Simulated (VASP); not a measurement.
# Ge2N (R3m) in VASP: further runs

The runs below take Ge2N through single point, with PBE.

All numbers are computed with VASP 6.6.1; they aren't measurements. Logs are shortened: lines on timing, memory, paths and dates and some standing lists are left out, and cuts for length are marked.

### Step 1. The cell of the first run

It takes space group R3m (No. 160, trigonal). Conventional cell: a = 2.872 Å, b = 2.872 Å, c = 16.680 Å, α = 90.00°, β = 90.00°, γ = 120.00°. Within 2.9 Å of Ge (site symmetry 3m) lie 3 N at 2.15 Å and 7 Ge at 2.73 to 2.87 Å. Within 2.9 Å of Ge (site symmetry 3m) lie 3 N at 2.15 Å and 7 Ge at 2.73 to 2.87 Å. N (site symmetry 3m) has 6 Ge at 2.15 Å and 6 N at 2.87 Å within 2.9 Å.

### Step 2. Single point, PBE

The input, INCAR:

```
ALGO = Normal
EDIFF = 1E-7
ENCUT = 520
GGA = PE
ISIF = 2
ISMEAR = 0
LASPH = True
LCHARG = False
LREAL = False
LWAVE = False
NBANDS = 24
NELM = 100
PREC = Accurate
SIGMA = 0.1
```

The input, KPOINTS:

```
k-points
0
Gamma
  6 6 6
```

The input, POSCAR:

```
Ge2N
1.0
    1.4360220672      0.8290877271      5.5600600828
   -1.4360220672      0.8290877271      5.5600600828
    0.0000000000     -1.6581754541      5.5600600828
Ge N
2 1
Direct
    0.7484000000      0.7484000000      0.7484000000
    0.5849000000      0.5849000000      0.5849000000
    0.0000000000      0.0000000000      0.0000000000
```

Potentials or basis: VASP PAW PBE potentials, release 64 (Ge_d, N).

The run is started by

```console
cat potpaw_PBE.64/Ge_d/POTCAR potpaw_PBE.64/N/POTCAR > POTCAR
mpirun -np 1 vasp_std > vasp.out
```

OUTCAR:

```text
EDIFF = 1E-7
   ENCUT = 520
   GGA = PE
   ISIF = 2
   ISMEAR = 0
   LASPH = True
   LREAL = False
   NELM = 100
   PREC = Accurate

 ion  position               nearest neighbor table
   1  0.748  0.748  0.748-   3 2.15   3 2.15   3 2.15   2 2.73
   2  0.585  0.585  0.585-   3 2.15   3 2.15   3 2.15   1 2.73
   3  0.000  0.000  0.000-   1 2.15   1 2.15   1 2.15   2 2.15   2 2.15   2 2.15

  LATTYP: Found a trigonal (rhomboedric) cell.
 ALAT       =     5.8020525645
 COS(alpha) =     0.8774851014

  Lattice vectors:

 A1 = (   1.4360220672,   0.8290877271,   5.5600600828)
 A2 = (  -1.4360220672,   0.8290877271,   5.5600600828)
 A3 = (   0.0000000000,  -1.6581754541,   5.5600600828)

Analysis of symmetry for initial positions (statically):
=====================================================================
 Subroutine PRICEL returns:
 Original cell was already a primitive cell.

 Routine SETGRP: Setting up the symmetry group for a
 trigonal (rhombohedral) supercell.

 Subroutine GETGRP returns: Found  6 space group operations
 (whereof  6 operations were pure point group operations)
 out of a pool of 12 trial point group operations.

The static configuration has the point symmetry C_3v.

Analysis of symmetry for dynamics (positions and initial velocities):
=====================================================================
 Subroutine PRICEL returns:
 Original cell was already a primitive cell.

 Routine SETGRP: Setting up the symmetry group for a
 trigonal (rhombohedral) supercell.

 Subroutine GETGRP returns: Found  6 space group operations
 (whereof  6 operations were pure point group operations)
 out of a pool of 12 trial point group operations.

The dynamic configuration has the point symmetry C_3v.

 Subroutine INISYM returns: Found  6 space group operations
 (whereof  6 operations are pure point group operations),
 and found     1 'primitive' translations

----------------------------------------------------------------------------------------

                                     Primitive cell

  volume of cell :      39.7185

  direct lattice vectors                    reciprocal lattice vectors
     1.436022067  0.829087727  5.560060083     0.348184064  0.201024163  0.059951391
    -1.436022067  0.829087727  5.560060083    -0.348184064  0.201024163  0.059951391
     0.000000000 -1.658175454  5.560060083     0.000000000 -0.402048327  0.059951391

  length of vectors
     5.802052564  5.802052564  5.802052564     0.406493575  0.406493575  0.406493575

  position of ions in fractional coordinates (direct lattice)
     0.748400000  0.748400000  0.748400000
     0.584900000  0.584900000  0.584900000
     0.000000000  0.000000000  0.000000000

  ion indices of the primitive-cell ions
   primitive index   ion index
                 1           1
                 2           2
                 3           3

----------------------------------------------------------------------------------------

 KPOINTS: k-points

Automatic generation of k-mesh.
 Grid dimensions read from file:
 generate k-points for:    6    6    6

 Generating k-lattice:

  Cartesian coordinates                     Fractional coordinates (reciprocal lattice)
     0.058030677  0.033504027  0.009991898     0.166666667  0.000000000  0.000000000
    -0.058030677  0.033504027  0.009991898     0.000000000  0.166666667  0.000000000
     0.000000000 -0.067008054  0.009991898    -0.000000000 -0.000000000  0.166666667

  Length of vectors
     0.067748929  0.067748929  0.067748929

  Shift w.r.t. Gamma in fractional coordinates (k-lattice)
     0.000000000  0.000000000  0.000000000

 Subroutine IBZKPT returns following result:
 ===========================================

 Found     32 irreducible k-points:

 Following reciprocal coordinates:
            Coordinates               Weight
  0.000000  0.000000  0.000000      1.000000
  0.166667  0.000000  0.000000      6.000000
  0.333333  0.000000  0.000000      6.000000
  0.500000  0.000000  0.000000      3.000000
  0.166667  0.166667  0.000000      6.000000
  0.333333  0.166667 -0.000000     12.000000
[... 16 lines left out ...]
  0.500000  0.500000  0.166667      6.000000
 -0.333333  0.500000  0.166667     12.000000
 [... further k-points ...]
   k-points           NKPTS =     32   k-points in BZ     NKDIM =     32   number of bands    NBANDS=     24
   number of dos      NEDOS =    301   number of ions     NIONS =      3
   total plane-waves  NPLWV = 110592
   dimension x,y,z NGX =    48 NGY =   48 NGZ =   48
   dimension x,y,z NGXF=    96 NGYF=   96 NGZF=   96
   ions per type =               2   1
   NGX,Y,Z   is equivalent  to a cutoff of  13.75, 13.75, 13.75 a.u.
   NGXF,Y,Z  is equivalent  to a cutoff of  27.51, 27.51, 27.51 a.u.
 SYSTEM =  unknown system
   PREC   = accura    normal or accurate (medium, high low for compatibility)
   ISTART =      0    job   : 0-new  1-cont  2-samecut
   ICHARG =      2    charge: 1-file 2-atom 10-const
   ISPIN  =      1    spin polarized calculation?
   LNONCOLLINEAR =      F non collinear calculations
   LSORBIT =      F    spin-orbit coupling
   LASPH  =      T    aspherical Exc in radial PAW
   ENCUT  =  520.0 eV  38.22 Ry    6.18 a.u.  10.79 10.79 10.79*2*pi/ulx,y,z
   NELM   =    100;   NELMIN=  2; NELMDL= -5     # of ELM steps
   EDIFF  = 0.1E-06   stopping-criterion for ELM
   LREAL  =      F    real-space projection
   EDIFFG = 0.1E-05   stopping-criterion for IOM
   NSW    =      0    number of steps for IOM
   IBRION =     -1    ionic relax: 0-MD 1-quasi-New 2-CG
   NFREE  =      0    steps in history (QN), initial steepest desc. (CG)
   ISIF   =      2    stress and relaxation
   ISYM   =      2    0-nonsym 1-usesym 2-fastsym
   POTIM  = 0.5000    time-step for ionic-motion
   TEBEG  =    0.0;   TEEND  =   0.0 temperature during run
   PSTRESS=    0.0 pullay stress
   NELECT =      33.0000    total number of electrons
   NUPDOWN=      -1.0000    fix difference up-down
   EMIN   =  10.00;   EMAX   =-10.00  energy-range for DOS
   EFERMI =   0.00;   METHOD = LEGACY
   ISMEAR =     0;   SIGMA  =   0.10  broadening in eV -4-tet -1-fermi 0-gaus
   EFERMI_NEDOS =   21; number of points for ismear=-14 and -15
   IALGO  =     38    algorithm
   IMIX   =      4    mixing-type and parameters
     AMIX     =   0.40;   BMIX     =  1.00
     AMIX_MAG =   1.60;   BMIX_MAG =  1.00
  volume/ion in A,a.u.               =      13.24        89.34
  Fermi-wavevector in a.u.,A,eV,Ry     =   1.539036  2.908356 32.227180  2.368631
  Thomas-Fermi vector in A             =   2.645320
   LORBIT       =      0    0 simple, 1 ext, 2 COOP (PROOUT), +10 PAW based schemes
   GGA     = PE    functional components
   LHFCALC =     F    Hartree Fock is set to
   AEXX    =    0.0000 exact exchange contribution
   IVDW    =     0    specifies the selected vdW correction
   LEPSILON=     F    determine dielectric tensor
   LRPA    =     F    only Hartree local field effects (RPA)
 non-spin polarized calculation
 Gauss-broadening in eV      SIGMA  =   0.10
  energy-cutoff  :      520.00
  volume of cell :       39.72
 maximum number of plane-waves:      1092
 NGX is ok and might be reduce to    48
   NGX = 21   NGY = 21   NGZ = 21

 number of electron      32.9999996 magnetization

 Free energy of the ion-electron system (eV)
  ---------------------------------------------------
  ext. energy  EPLUGINS =         0.00000000
  ---------------------------------------------------
  free energy    TOTEN  =       -15.36346420 eV

  energy without entropy =      -15.35635158  energy(sigma->0) =      -15.35990789

 E-fermi :   8.3354     XC(G=0): -11.9804

 val. band max:        8.2659636666   @ k =  -0.1667   0.3333   0.1667
 cond. band min:       8.4029536589   @ k =  -0.1667   0.5000   0.1667
 fundamental gap:      0.1369899922
 Fermi energy:         8.3354117648

 k-point     1 :       0.0000    0.0000    0.0000
  band No.  band energies     occupation
      1     -16.9667      2.00000
      2     -16.9138      2.00000
      3     -16.9138      2.00000
      4     -16.8761      2.00000
      5     -16.8761      2.00000
      6     -16.8545      2.00000
[... 16 lines left out ...]
     23      17.3053      0.00000
     24      22.3560      0.00000

 k-point     2 :       0.1667    0.0000    0.0000
  band No.  band energies     occupation
      1     -16.9524      2.00000
      2     -16.9218      2.00000
      3     -16.8907      2.00000
      4     -16.8825      2.00000
      5     -16.8640      2.00000
      6     -16.8484      2.00000
[... 16 lines left out ...]
     23      18.0542      0.00000
     24      20.0940      0.00000

 k-point     3 :       0.3333    0.0000    0.0000
  band No.  band energies     occupation
      1     -16.9739      2.00000
      2     -16.9324      2.00000
      3     -16.9208      2.00000
      4     -16.8821      2.00000
      5     -16.8522      2.00000
      6     -16.8349      2.00000
[... 16 lines left out ...]
     23      17.0703      0.00000
     24      18.7170      0.00000

 k-point     4 :       0.5000    0.0000    0.0000
  band No.  band energies     occupation
      1     -16.9982      2.00000
      2     -16.9513      2.00000
      3     -16.9326      2.00000
      4     -16.8693      2.00000
      5     -16.8560      2.00000
      6     -16.8476      2.00000
[... 16 lines left out ...]
     23      17.0372      0.00000
     24      18.3540      0.00000

 k-point     5 :       0.1667    0.1667    0.0000
  band No.  band energies     occupation
      1     -16.9532      2.00000
      2     -16.9205      2.00000
      3     -16.8902      2.00000
      4     -16.8823      2.00000
      5     -16.8611      2.00000
      6     -16.8486      2.00000
[... 451 lines left out ...]
 k-point    22 :      -0.1667    0.3333    0.1667
  band No.  band energies     occupation
      1     -16.9711      2.00000
      2     -16.9243      2.00000
      3     -16.8987      2.00000
      4     -16.8826      2.00000
      5     -16.8630      2.00000
      6     -16.8456      2.00000
[... 16 lines left out ...]
     23      18.1325      0.00000
     24      20.6988      0.00000

 k-point    23 :       0.5000    0.5000    0.1667
  band No.  band energies     occupation
      1     -16.9773      2.00000
      2     -16.9265      2.00000
      3     -16.9168      2.00000
      4     -16.8772      2.00000
      5     -16.8618      2.00000
      6     -16.8389      2.00000
[... 16 lines left out ...]
     23      17.3581      0.00000
     24      19.5550      0.00000

 k-point    24 :      -0.3333    0.5000    0.1667
  band No.  band energies     occupation
      1     -16.9708      2.00000
      2     -16.9227      2.00000
      3     -16.8985      2.00000
      4     -16.8846      2.00000
      5     -16.8678      2.00000
      6     -16.8449      2.00000
[... 16 lines left out ...]
     23      18.9658      0.00000
     24      20.5587      0.00000

 [... further k-points ...]

------------------------ aborting loop because EDIFF is reached ----------------------------------------

  FORCE on cell =-STRESS in cart. coord.  units (eV):
  Direction    XX          YY          ZZ          XY          YZ          ZX
  --------------------------------------------------------------------------------------
  -------------------------------------------------------------------------------------
  Total        3.4821576      3.4821576      3.9775388      0.0000000      0.0000000      0.0000000
  in kB      140.4645300    140.4645300    160.4473950      0.0000000      0.0000000      0.0000000
  external PRESSURE =     147.1254850 kB  Pullay stress =       0.0000000 kB

 VOLUME and BASIS-vectors are now :
 -----------------------------------------------------------------------------
  energy-cutoff  :      520.00
  volume of cell :       39.72
      direct lattice vectors                 reciprocal lattice vectors
     1.436022067  0.829087727  5.560060083     0.348184064  0.201024163  0.059951391
    -1.436022067  0.829087727  5.560060083    -0.348184064  0.201024163  0.059951391
     0.000000000 -1.658175454  5.560060083     0.000000000 -0.402048327  0.059951391

 POSITION                                       TOTAL-FORCE (eV/Angst)
 -----------------------------------------------------------------------------------
      0.00000      0.00000     12.48345         0.000000      0.000000      0.913873
      0.00000      0.00000      9.75624         0.000000     -0.000000     -1.028190
      0.00000      0.00000      0.00000         0.000000      0.000000      0.114317
 -----------------------------------------------------------------------------------
    total drift:                                0.000000      0.000000     -0.000047

  FREE ENERGIE OF THE ION-ELECTRON SYSTEM (eV)
  ---------------------------------------------------
  free  energy   TOTEN  =       -15.3634641975 eV

  energy  without entropy=      -15.3563515837  energy(sigma->0) =      -15.35990789
```

It took 2.5 min on 1 thread of Intel Xeon 8259CL, shared host; peak memory 0.31 GiB.

Results:

| Property | Result |
| --- | --- |
| Free energy | -15.3635 eV |
| Pressure | 14.7 GPa |
| Largest force | 1.028 eV/Å |
| Band gap on the k mesh | zero (an odd number of electrons rules out a gap without spin polarisation) |

Forces on the atoms (eV/Å):
```
Ge   0.000  0.000  0.914
Ge   0.000  0.000 -1.028
N    0.000  0.000  0.114
```

Stress tensor (GPa, compression positive):
```
14.05  0.00  0.00
 0.00 14.05  0.00
 0.00  0.00 16.04
```

Caveat: the k points lie up to 0.43 Å⁻¹ apart, too coarse for converged energies and pressures of a metal; forces of over 1 eV/Å act on the atoms, so gaps and moduli don't describe the material at rest.

(Continued in part 2 of 2.)
